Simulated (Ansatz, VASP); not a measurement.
**WS2: VASP beside Ansatz**

The input POSCAR:

```
WS2
1.0
    3.1829541699      0.0000000000      0.0000000000
   -1.5914770850      2.7565191702      0.0000000000
    0.0000000000      0.0000000000     28.5322178600
W S
3 6
Direct
    0.6666666667      0.3333333333      0.4343616800
    0.6666666667      0.3333333333      0.8855337800
    0.0000000000      0.0000000000      0.6592864300
    0.6666666667      0.3333333333      0.6046252100
    0.0000000000      0.0000000000      0.3797102500
    0.0000000000      0.0000000000      0.8308482800
    0.6666666667      0.3333333333      0.7139522100
    0.0000000000      0.0000000000      0.4890304200
    0.0000000000      0.0000000000      0.9401857300
```

File INCAR.step1:

```
PREC     = Accurate       # precision mode
ENCUT    = 520            # plane-wave cutoff, eV
ISMEAR   = -1             # smearing method
SIGMA    = 0.05           # smearing width, eV
LREAL    = False          # projectors in reciprocal space
LASPH    = True           # aspherical terms in the spheres
NELM     = 150            # most SCF steps
LMAXMIX  = 4              # l up to which the mixer works
LDAU     = True           # DFT+U
LDAUTYPE = 2            
LDAUL    = 2 -1           # shell
LDAUU    = 4 0            # U, eV
LDAUJ    = 0 0          
NBANDS   = 49             # bands
GGA      = PE             # functional
ALGO     = Normal         # electronic algorithm
EDIFF    = 1E-4           # SCF threshold, eV
LWAVE    = True           # write WAVECAR
LCHARG   = False          # write CHGCAR
```

Contents of INCAR.step2:

```
PREC     = Accurate       # precision mode
ENCUT    = 520            # plane-wave cutoff, eV
EDIFF    = 1E-7           # SCF threshold, eV
ISMEAR   = -1             # smearing method
SIGMA    = 0.05           # smearing width, eV
LREAL    = False          # projectors in reciprocal space
LASPH    = True           # aspherical terms in the spheres
NELM     = 150            # most SCF steps
ALGO     = Normal         # electronic algorithm
ISIF     = 2              # what is computed and relaxed
LWAVE    = False          # write WAVECAR
LCHARG   = True           # write CHGCAR
LMAXMIX  = 4              # l up to which the mixer works
LDAU     = True           # DFT+U
LDAUTYPE = 2            
LDAUL    = 2 -1           # shell
LDAUU    = 4 0            # U, eV
LDAUJ    = 0 0          
LDAUPRINT= 1            
METAGGA  = R2SCAN         # meta-GGA
LMIXTAU  = True         
LELF     = True           # ELF
LVHAR    = True         
NBANDS   = 49             # bands
ISTART   = 1
```

KPOINTS

```
Automatic mesh
0
Gamma
  7 7 1
```

File input.yaml:

```yaml
crystal:
  lattice:
    - [3.1829541699, 0.0, 0.0]
    - [-1.591477085, 2.7565191702, 0.0]
    - [0.0, 0.0, 28.53221786]
  atoms:
    - { symbol: W, position: [0.6666666667, 0.3333333333, 0.43436168] }
    - { symbol: W, position: [0.6666666667, 0.3333333333, 0.88553378] }
    - { symbol: W, position: [0.0, 0.0, 0.65928643] }
    - { symbol: S, position: [0.6666666667, 0.3333333333, 0.60462521] }
    - { symbol: S, position: [0.0, 0.0, 0.37971025] }
    - { symbol: S, position: [0.0, 0.0, 0.83084828] }
    - { symbol: S, position: [0.6666666667, 0.3333333333, 0.71395221] }
    - { symbol: S, position: [0.0, 0.0, 0.48903042] }
    - { symbol: S, position: [0.0, 0.0, 0.94018573] }
hamiltonian:
  xc: r2scan
  pseudopotentials: { kind: paw }
  hubbard: { sites: [{ species: W, l: d, u_eff: 4.0 }] }
kpoints:
  mp_grid: { grid: [7, 7, 1] }
scf:
  occupations: { method: fermi_dirac, width: 0.05 }
  n_extra_bands: 22
output:
  forces: true
  stress: true
  eigenvalues: true
  dos: { projected: false, de: 0.05, nscf_kmesh: { grid: [11, 11, 2] } }
```

Alike in both runs: functional r2SCAN; k mesh 7 × 7 × 1; occupations fermi-dirac, width 0.05 eV; no spin polarisation; Hubbard terms W d U = 4.0 eV.

```csv
,VASP,Ansatz
version,VASP 6.6.1,Ansatz 0.2.0
potentials or method,"VASP PAW PBE potentials, release 64 (W_sv, S)",Ansatz PAW
plane-wave cutoff (eV),520,500
valence electrons in the cell,78,78
task,single point,density of states
```

Ansatz gave:

```
gap on the k mesh at the Fermi level (eV) : 1.72
least direct gap on the mesh (eV)         : 2.32
rms of the force components (eV/Å)        : 0.004
```

Task: Estimate VASP's values.

Result: gap on the k mesh at the Fermi level (eV): 1.62; least direct gap on the mesh (eV): 2.47; rms of the force components (eV/Å): 0.178.

VASP's potentials were made for PBE, not for r2SCAN. The programs project onto different local orbitals, so the same U acts differently, and such runs can settle in different states. Atom by atom the forces differ by 0.181 eV/Å (rms over components).

Neither program's run includes spin-orbit coupling. Noted on Ansatz's run: odd divisions of the mesh miss points on the zone boundary, where band edges often lie, so the gap on the mesh can be too wide.
